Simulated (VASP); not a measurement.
Bi2Te3:

```xyz
5
Lattice="2.1930 1.2661 10.1657 -2.1930 1.2661 10.1657 0.0000 -2.5323 10.1657" Properties=species:S:1:pos:R:3 pbc="T T T"
Bi    0.0000    0.0000   18.2982
Bi    0.0000    0.0000   12.1988
Te    0.0000    0.0000   24.1079
Te    0.0000    0.0000    6.3891
Te    0.0000    0.0000    0.0000
```

Base run:

| Quantity | Value |
| --- | --- |
| Program | VASP 6.6.1 |
| Functional | r2SCAN |
| Potentials or basis | VASP PAW PBE potentials, release 64 (Bi_d, Te) |
| Cutoff | 520 eV |
| k mesh | 7 × 7 × 7 |
| Occupations | fermi-dirac, width 0.05 eV |
| Spin | no spin polarisation |

Its results: band gap on the k mesh 0.51 eV; pressure 1.3 GPa; largest force 0.270 eV/Å.

Q: The run is repeated on the same cell with these changes: functional from r2SCAN to PBEsol. What comes out?

A: Band gap on the k mesh 0.23 eV; pressure -0.6 GPa; largest force 0.096 eV/Å.

Caveats: the PAW data sets were made with another functional, which shifts forces and pressure a little; spin-orbit coupling is left out, which moves the levels of the heavy elements; an odd mesh through Γ misses points on the zone boundary, where band edges can lie.
